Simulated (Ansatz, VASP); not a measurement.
KI: VASP beside Ansatz

The input INCAR:

```
SYSTEM = KI
ALGO = Normal
EDIFF = 1E-6
ENCUT = 520
GGA = CA
ISIF = 2
ISMEAR = 0
LASPH = .True.
LCHARG = .False.
LREAL = .False.
LWAVE = .False.
NBANDS = 15
NELM = 100
PREC = Accurate
SIGMA = 0.05
```

KPOINTS

```
k-points
0
Gamma
  6 6 6
  0 0 0
```

File POSCAR:

```
KI
1.0
    0.0000000000      3.3198591262      3.4109309835
    3.3198591262      0.0000000000      3.4109309835
    3.3198591262      3.3198591262      0.0000000000
K I
1 1
Direct
    0.0000000000      0.0000000000      0.0000000000
    0.5000000000      0.5000000000      0.5000000000
```

Input for Ansatz:

```yaml
crystal:
  lattice:
    - [0.0, 3.3198591262, 3.4109309835]
    - [3.3198591262, 0.0, 3.4109309835]
    - [3.3198591262, 3.3198591262, 0.0]
  atoms:
    - { symbol: K, position: [0.0, 0.0, 0.0] }
    - { symbol: I, position: [0.5, 0.5, 0.5] }
basis:
  ecutwfc: 420
kpoints:
  mp_grid: { grid: [6, 6, 6] }
hamiltonian:
  xc: lda
  pseudopotentials: { kind: paw }
scf:
  occupations: { method: gaussian, width: 0.05 }
output:
  forces: true
  stress: true
  eigenvalues: true
```

Change from the starting cell: mode 6 frozen in at +0.000 Å, equal normal strain along x and y -0.0267.

Alike in both runs: task single point; functional LDA; k mesh 6 × 6 × 6; occupations gaussian, width 0.05 eV; no spin polarisation.

```csv
,VASP,Ansatz
version,VASP 6.6.1,Ansatz 0.2.0
potentials or method,"VASP PAW LDA potentials, release 64 (K_sv, I), cutoff 520 eV","scalar-relativistic, plane waves, PAW"
valence electrons in the cell,16,26
```

VASP gave:

* gap on the k mesh at the Fermi level (eV): 4.01
* least direct gap on the mesh (eV): 4.01
* pressure (GPa): 1.1
* traceless stress, the component that is largest in VASP (GPa): -0.83

Estimate Ansatz's values.

gap on the k mesh at the Fermi level (eV): 4.00; least direct gap on the mesh (eV): 4.00; pressure (GPa): 1.0; traceless stress, the component that is largest in VASP (GPa): -0.82.

LDA's correlation is that of Perdew and Zunger in VASP and of Perdew and Wang (1992) in Ansatz. VASP's potentials hold 16 valence electrons a cell and Ansatz's 26, so a difference there can come from the potentials and not from the codes.

Spin-orbit coupling is off throughout.
